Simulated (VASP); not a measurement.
Wanted: the native input for a VASP 6.6.1 run.

```
Task                   : single point
Functional             : PBE
Dispersion             : D3(BJ)
Potentials or basis    : VASP PAW PBE potentials, release 64 (Ge_d)
Cutoff                 : 500 eV
k mesh                 : 11 × 11 × 11
Occupations            : fermi-dirac, width 0.05 eV
Spin                   : no spin polarisation
Dipole correction      : no
Further INCAR settings : ALGO = Normal; EDIFF = 1e-06; NBANDS = 21
```

The structure of Ge lies in POSCAR:

```
Ge
1.0
   -2.5788267744      2.5776027890      1.3950514479
    2.5788267744     -2.5776027890      1.3950514479
    2.5788267744      2.5776027890     -1.3950514479
Ge
2
Direct
    0.3753852639      0.1253852639      0.2500000000
    0.6246147361      0.8746147361      0.7500000000
```

One way to write it, as run:

INCAR

```
SYSTEM = Ge
PREC     = Accurate       ! precision mode
ENCUT    = 500            ! plane-wave cutoff, eV
EDIFF    = 1E-6           ! SCF threshold, eV
ISMEAR   = -1             ! smearing method
SIGMA    = 0.05           ! smearing width, eV
LREAL    = .False.        ! projectors in reciprocal space
LASPH    = .True.         ! aspherical terms in the spheres
NELM     = 120            ! most SCF steps
ALGO     = Normal         ! electronic algorithm
ISIF     = 2              ! what is computed and relaxed
LWAVE    = .False.        ! write WAVECAR
LCHARG   = .False.        ! write CHGCAR
GGA      = PE             ! functional
IVDW     = 12             ! dispersion correction
NBANDS   = 21             ! bands
GGA_COMPAT= .False.
```

KPOINTS

```
regular mesh
0
Gamma
  11 11 11
  0 0 0
```

Potentials or basis: VASP PAW PBE potentials, release 64 (Ge_d).

The run is started by

```sh
$ cat potpaw_PBE.64/Ge_d/POTCAR > POTCAR
$ mpirun -np 1 vasp_std > vasp.out
```

It gave:

```
Pressure                   : -0.2 GPa
Band gap on the k mesh     : zero (band 14 reaches 8.48 eV, above the bottom of band 15 at 3.82 eV)
Dispersion energy per atom : -0.359 eV
```

Caveat: pairwise dispersion overbinds metals, which lowers pressure and volume.

It took 66 s on 1 thread of Intel Xeon 6975P-C, with other jobs on the host, peak memory 0.26 GiB.
